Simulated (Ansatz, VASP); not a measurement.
## Two plane-wave programs on CaO

POSCAR

```
CaO
1.0
    0.0000000000      2.3975501265      2.3855623759
    2.3975501265      0.0000000000      2.3855623759
    2.3975501265      2.3975501265      0.0000000000
Ca O
1 1
Direct
    0.0000000000      0.0000000000      0.0000000000
    0.5000000000      0.5000000000      0.5000000000
```

Contents of INCAR.step1:

```
PREC = Accurate
ENCUT = 520
ISMEAR = 0
SIGMA = 0.01
LREAL = F
LASPH = T
NELM = 80
NBANDS = 15
GGA = PE
ALGO = Normal
EDIFF = 1E-4
LWAVE = T
LCHARG = F
```

File INCAR.step2:

```
PREC = Accurate
ENCUT = 520
EDIFF = 1E-6
ISMEAR = 0
SIGMA = 0.01
LREAL = F
LASPH = T
NELM = 80
ALGO = Normal
ISIF = 2
LWAVE = F
LCHARG = T
METAGGA = R2SCAN
LMIXTAU = T
LELF = T
LVHAR = T
NBANDS = 15
ISTART = 1
```

Contents of KPOINTS:

```
Automatic mesh
0
Gamma
  10 10 10
```

Input for Ansatz:

```yaml
crystal:
  lattice:
    - [0.0, 2.3975501265, 2.3855623759]
    - [2.3975501265, 0.0, 2.3855623759]
    - [2.3975501265, 2.3975501265, 0.0]
  atoms:
    - { symbol: Ca, position: [0.0, 0.0, 0.0] }
    - { symbol: O, position: [0.5, 0.5, 0.5] }
kpoints:
  mp_grid: { grid: [10, 10, 10] }
  band_path:
    path:
      - [0.0, 0.0, 0.0]
      - [0.5, 0.0, 0.5]
      - [0.625, 0.25, 0.625]
      - [0.375, 0.375, 0.75]
      - [0.5, 0.5, 0.5]
      - [0.5, 0.25, 0.75]
    npoints: 1
hamiltonian:
  xc: r2scan
scf:
  occupations: { method: fixed }
  n_extra_bands: 4
output:
  forces: true
  stress: true
  eigenvalues: true
```

Change from the starting cell: uniaxial_z strain -0.5%.

Alike in both runs: task single point; functional r2SCAN; k mesh 10 × 10 × 10; no spin polarisation.

|  | VASP | Ansatz |
| --- | --- | --- |
| version | VASP 6.6.1 | Ansatz 0.2.0 |
| potentials or method | VASP PAW PBE potentials, release 64 (Ca_sv, O) | plane waves, PAW |
| plane-wave cutoff (eV) | 520 | 500 |
| occupations | gaussian, width 0.01 eV | fixed |
| valence electrons in the cell | 16 | 16 |

VASP gave:

```
gap on the k mesh at the Fermi level (eV)                     : 4.17
pressure (GPa)                                                : 1.7
traceless stress, the component that is largest in VASP (GPa) : 0.64
```

Question: Which values does Ansatz return?

Answer: gap on the k mesh at the Fermi level (eV): 4.18; pressure (GPa): 0.6; traceless stress, the component that is largest in VASP (GPa): 0.60.

VASP's potentials were made for PBE, not for r2SCAN.
